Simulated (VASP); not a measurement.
Ca5GeN2:

```
Ca Ge N
1.0
    -2.20841    2.20841    7.99918
     2.20841   -2.20841    7.99918
     2.20841    2.20841   -7.99918
Ca Ge N
5 1 2
Direct
  0.50000 0.50000 0.00000
  0.85518 0.35518 0.50000
  0.35518 0.85518 0.50000
  0.14482 0.64482 0.50000
  0.64482 0.14482 0.50000
  0.00000 0.00000 0.00000
  0.74669 0.74669 0.00000
  0.25331 0.25331 0.00000
```

The cell was built from a structure type or drawn by symmetry, and may not be a known phase.

- Program: VASP 6.6.1
- Task: relaxation of cell and atoms
- Functional: PBE
- Potentials or basis: VASP PAW PBE potentials, release 64 (Ca_sv, Ge_d, N)
- Cutoff: 600 eV
- k mesh: 4 × 4 × 4
- Occupations: gaussian, width 0.15 eV
- Spin: no spin polarisation

At the start: pressure 0.8 GPa; volume 19.51 Å³/atom.

Question: How do energy, volume and symmetry change on relaxing?

Answer: Over 30 steps the energy falls by 543.0 meV/atom and the volume is 22.44 Å³/atom (+15.0 %); space group I4/mmm (No. 139, to 0.1 Å) before and after.

Step by step:
| step | energy change (eV) | largest force (eV/Å) | pressure (GPa) | volume (Å³) |
| --- | --- | --- | --- | --- |
| 1 | 0.0000 | 3.0492 | 0.77 | 156.05 |
| 2 | -2.0445 | 2.0504 | -1.04 | 157.85 |
| 3 | -2.5222 | 1.2933 | -1.46 | 158.77 |
| 4 | -2.5316 | 1.2946 | -1.47 | 158.67 |
| 5 | -2.9794 | 0.9908 | 0.76 | 154.38 |
| 6 | -3.0551 | 0.7238 | 2.48 | 152.02 |
| 7 | -3.2853 | 0.4443 | 1.12 | 157.92 |
| 8 | -3.2857 | 0.4360 | 1.09 | 158.15 |
| 9 | -3.3441 | 0.4852 | -0.60 | 163.09 |
| 10 | -3.3509 | 0.5011 | -1.31 | 165.41 |
| 11 | -3.4033 | 0.4592 | -1.17 | 165.10 |
| 12 | -3.5342 | 0.5853 | -0.66 | 164.14 |
| 13 | -3.6676 | 1.2141 | 0.67 | 162.03 |
| 14 | -3.6988 | 1.1857 | 0.73 | 162.05 |
| 15 | -3.7873 | 1.1075 | 0.92 | 162.10 |
| 16 | -3.9374 | 0.9742 | 1.46 | 162.19 |
| 17 | -4.0022 | 0.7942 | 3.38 | 162.30 |
| 18 | -4.0298 | 0.8550 | 2.27 | 162.26 |
| 19 | -4.0366 | 0.8251 | 2.53 | 162.27 |
| 20 | -4.1339 | 0.6489 | 1.66 | 165.00 |
| 21 | -4.2753 | 0.2035 | -0.59 | 173.34 |
| 22 | -4.2792 | 0.2414 | -0.93 | 174.87 |
| 23 | -4.2981 | 0.2361 | -0.36 | 173.78 |
| 24 | -4.3046 | 0.2295 | 0.25 | 172.70 |
| 25 | -4.3096 | 0.2082 | 0.25 | 173.02 |
| 26 | -4.3225 | 0.1412 | 0.25 | 174.00 |
| 27 | -4.3377 | 0.0919 | 0.27 | 175.95 |
| 28 | -4.3153 | 0.4118 | 0.40 | 179.90 |
| 29 | -4.3393 | 0.1131 | 0.30 | 176.70 |
| 30 | -4.3443 | 0.0598 | -0.29 | 179.50 |

Final structure:
```
CELL_PARAMETERS angstrom
-2.40065 2.40065 7.78651
2.40065 -2.40065 7.78651
2.40065 2.40065 -7.78651
ATOMIC_POSITIONS crystal
Ca 0.50000 0.50000 0.00000
Ca 0.85691 0.35691 0.50000
Ca 0.35691 0.85691 0.50000
Ca 0.14309 0.64309 0.50000
Ca 0.64309 0.14309 0.50000
Ge 0.00000 0.00000 0.00000
N 0.65740 0.65740 0.00000
N 0.34260 0.34260 0.00000
```

Caveat: the volume moved by over 15 % at a fixed basis, so the end points are rough; the relaxation stopped at a loose force limit of 0.08 eV/Å, so its end isn't a converged minimum.
